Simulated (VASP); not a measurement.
Set up this calculation in VASP 6.6.1, as the native input.

```
Task                   : single point
Functional             : PBE
Potentials or basis    : VASP PAW PBE potentials, release 64 (Y_sv, Zr_sv, F)
Cutoff                 : 520 eV
k mesh                 : 10 × 10 × 10
Occupations            : gaussian, width 0.1 eV
Spin                   : no spin polarisation
Dipole correction      : no
Further INCAR settings : ALGO = Normal; EDIFF = 1e-07; NBANDS = 41
```

The structure of Y3Zr2F lies in POSCAR:

```
Y3Zr2F
1.0
   -2.9045397146      2.9045397146      5.5538527143
    2.9045397146     -2.9045397146      5.5538527143
    2.9045397146      2.9045397146     -5.5538527143
Y Zr F
3 2 1
Direct
    0.6871959178      0.6871959178      0.0000000000
    0.3128040822      0.3128040822      0.0000000000
    0.0000000000      0.0000000000      0.0000000000
    0.7500000000      0.2500000000      0.5000000000
    0.2500000000      0.7500000000      0.5000000000
    0.5000000000      0.5000000000      0.0000000000
```

The cell was built from a structure type or drawn by symmetry, and may not be a known phase.

The input as run:

INCAR

```
SYSTEM = Y3Zr2F
PREC = Accurate ; ENCUT = 520
EDIFF = 1E-7 ; ISMEAR = 0
SIGMA = 0.1 ; LREAL = .False.
LASPH = .True. ; NELM = 80
ALGO = Normal ; ISIF = 2
LWAVE = .False. ; LCHARG = .True.
GGA = PE ; LELF = .True.
LVHAR = .True. ; NBANDS = 41
```

KPOINTS

```
regular mesh
0
Gamma
  10 10 10
  0 0 0
```

Potentials or basis: VASP PAW PBE potentials, release 64 (Y_sv, Zr_sv, F).

Run with:

```bash
$ cat potpaw_PBE.64/Y_sv/POTCAR potpaw_PBE.64/Zr_sv/POTCAR potpaw_PBE.64/F/POTCAR > POTCAR
$ mpirun -np 1 vasp_std > vasp.out
```

Results of the run:

The pressure is 0.0 GPa, the largest force is 0.021 eV/Å and the band gap on the k mesh is zero (bands 32 and 33 overlap by 0.41 eV).

It took 45 min on 1 thread of Intel Xeon 8259CL, with other jobs on the host, peak memory 0.93 GiB.
